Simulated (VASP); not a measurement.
The system is Ho2O.

```
Ho O
1.0
     3.12207   -1.91389    0.00000
     3.12207    1.91389    0.00000
    -0.00307    0.00000    4.40278
Ho O
2 1
Direct
  0.68840 0.68840 0.71220
  0.31160 0.31160 0.28780
  0.00000 0.00000 0.00000
```

The cell was generated, and may not be a known phase.

| Quantity | Value |
| --- | --- |
| Program | VASP 6.6.1 |
| Task | relaxation of cell and atoms |
| Functional | PBE |
| Potentials or basis | VASP PAW PBE potentials, release 64 (Ho_3, O), 4f in core |
| Cutoff | 600 eV |
| k mesh | 6 × 6 × 5 |
| Occupations | gaussian, width 0.2 eV |
| Spin | no spin polarisation |

At the start: pressure 10.5 GPa; volume 17.54 Å³/atom.

Problem. How do energy, volume and symmetry change on relaxing?

Solution. Over 17 steps the energy falls by 921.0 meV/atom and the volume is 19.98 Å³/atom (+13.9 %); space group C2/m (No. 12, to 0.1 Å) before, P-3m1 (No. 164, to 0.1 Å).

Step by step:
```
step  energy change (eV)  largest force (eV/Å)  pressure (GPa)  volume (Å³)
   1              0.0000                4.9359           10.53        52.62
   2             -2.3508                0.3139            0.22        61.46
   3             -2.3833                0.5597           -0.72        62.52
   4             -2.3475                1.1849           -1.96        64.66
   5             -2.3831                0.8070           -1.24        63.29
   6             -2.6646                0.5097           -1.97        62.63
   7             -2.7187                0.3915           -1.82        62.10
   8             -2.7207                0.3757           -1.74        62.00
   9             -2.7412                0.3217            1.34        59.66
  10             -2.7414                0.3274            1.04        59.86
  11             -2.7525                0.0946            0.11        60.09
  12             -2.7526                0.0954            0.04        60.11
  13             -2.7556                0.1015           -0.09        60.19
  14             -2.7581                0.1104           -0.30        60.32
  15             -2.7605                0.0880            0.20        60.02
  16             -2.7613                0.0734            0.58        59.77
  17             -2.7629                0.0515            0.32        59.93
```

Final structure:
```
Ho O
1.0
     3.02866   -1.75548    0.01310
     3.02866    1.75548    0.01310
     0.01011    0.00000    5.63639
Ho O
2 1
Direct
  0.66963 0.66963 0.76334
  0.33037 0.33037 0.23666
  0.00000 0.00000 0.00000
```

Caveat: a cell axis changed by over 15 % at a fixed basis, so the end point is rough; the run has no spin polarisation, though such a crystal can be magnetic; the relaxation stopped at a loose force limit of 0.08 eV/Å, so its end isn't a converged minimum.
